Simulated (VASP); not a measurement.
## ZnS: single point with r2SCAN

ZnS:

```
Zn S
1.0
     3.88344    0.00000    0.00000
    -1.94172    3.36316    0.00000
     0.00000    0.00000   12.71097
Zn S
4 4
Direct
  0.00000 0.00000 0.00011
  0.00000 0.00000 0.50011
  0.33333 0.66667 0.25007
  0.66667 0.33333 0.75007
  0.00000 0.00000 0.18724
  0.00000 0.00000 0.68724
  0.33333 0.66667 0.43758
  0.66667 0.33333 0.93758
```

| Property | Result |
| --- | --- |
| Program | VASP 6.6.1 |
| Task | single point |
| Functional | r2SCAN |
| Potentials or basis | VASP PAW PBE potentials, release 64 (Zn, S) |
| Cutoff | 520 eV |
| k mesh | 6 × 6 × 2 |
| Occupations | gaussian, width 0.02 eV |
| Spin | no spin polarisation |

```yaml
Pressure: -4.0 GPa
Largest_force: 0.018 eV/Å
Band_gap_on_the_k_mesh: 2.48 eV
```

Forces on the atoms (eV/Å):
```
Zn   0.000  0.000 -0.018
Zn   0.000  0.000 -0.018
Zn   0.000  0.000 -0.014
Zn   0.000  0.000 -0.014
S    0.000  0.000  0.017
S    0.000  0.000  0.017
S    0.000  0.000  0.015
S    0.000  0.000  0.015
```

Levels at points of the mesh, in eV from the valence-band top:
```csv
k point,band 32,band 33,band 34,band 35,band 36,band 37,band 38,band 39,band 40,band 41
"(0.00, 0.00, 0.00)",-0.43,-0.43,-0.04,0.00,0.00,2.48,3.60,3.77,4.00,6.88
"(0.50, 0.00, 0.00)",-1.51,-1.50,-1.50,-1.04,-0.82,3.72,3.78,4.18,4.76,5.29
"(0.00, 0.00, 0.50)",-0.72,-0.13,-0.13,-0.13,-0.13,3.30,3.30,3.72,3.72,6.78
"(0.50, 0.00, 0.50)",-1.93,-1.42,-1.42,-1.04,-1.04,4.09,4.09,4.42,4.42,5.08
```

It took 6.6 min on 1 thread of Intel(R) Xeon(R) Platinum 8259CL CPU @ 2.50GHz (Skylake/Cascade Lake) (shared host), peak memory 0.34 GiB.

Caveat: the cell stands under tension; the PAW data sets were made with another functional, which shifts forces and pressure a little.
